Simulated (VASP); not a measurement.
RbGe6: relaxation of cell and atoms with PBE

Crystal: RbGe6.

```
Rb Ge
1.0
    -3.59760    3.59760    3.59760
     3.59760   -3.59760    3.59760
     3.59760    3.59760   -3.59760
Rb Ge
1 6
Cartesian
  0.0000 0.0000 0.0000
  1.7988 0.0000 3.5976
  0.0000 3.5976 1.7988
  0.0000 1.7988 3.5976
  1.7988 3.5976 0.0000
  3.5976 0.0000 1.7988
  3.5976 1.7988 0.0000
```

| Quantity | Value |
| --- | --- |
| Program | VASP 6.6.1 |
| Task | relaxation of cell and atoms |
| Functional | PBE |
| Potentials or basis | VASP PAW PBE potentials, release 64 (Rb_sv, Ge_d) |
| Cutoff | 600 eV |
| k mesh | 8 × 8 × 8 |
| Occupations | gaussian, width 0.1 eV |
| Spin | no spin polarisation |
| Dipole correction | no |
| Further INCAR settings | ALGO = Normal; EDIFF = 1e-07; IBRION = 2; EDIFFG = -0.01; NSW = 100; ISIF = 3 |

```json
{"Relaxed volume": "26.65 Å³/atom", "Relaxed cell": "a = 6.235 Å, b = 6.235 Å, c = 6.235 Å, α = 109.47°, β = 109.47°, γ = 109.47°", "Space group after relaxing (to 0.05 Å)": "Im-3m (No. 229)", "Energy gained by relaxing": "0.0 meV/atom", "Ionic steps": "2", "Pressure after relaxing": "0.0 GPa"}
```

Final structure:
```xyz
7
Lattice="-3.5997 3.5997 3.5997 3.5997 -3.5997 3.5997 3.5997 3.5997 -3.5997" Properties=species:S:1:pos:R:3 pbc="T T T"
Rb    0.0000    0.0000    0.0000
Ge    1.7998    0.0000    3.5997
Ge    0.0000    3.5997    1.7998
Ge    0.0000    1.7998    3.5997
Ge    1.7998    3.5997    0.0000
Ge    3.5997    0.0000    1.7998
Ge    3.5997    1.7998    0.0000
```

Levels at points of the mesh, in eV from the Fermi level:
```csv
k point,band 42,band 43,band 44,band 45,band 46,band 47,band 48,band 49,band 50,band 51
"(0.00, 0.00, 0.00)",-3.10,-3.10,-2.34,-2.34,-2.34,0.78,0.78,1.90,1.90,1.90
"(0.50, 0.00, 0.00)",-3.67,-3.44,-2.33,-1.69,-1.12,0.09,1.02,1.44,1.62,2.23
"(0.50, 0.50, 0.50)",-2.26,-2.26,-1.28,-0.41,-0.41,-0.41,-0.39,-0.39,-0.39,2.45
```

Run time: 8.2 min on 1 thread of Intel(R) Xeon(R) Platinum 8375C CPU @ 2.90GHz (Ice Lake) (shared host), peak memory 0.54 GiB.
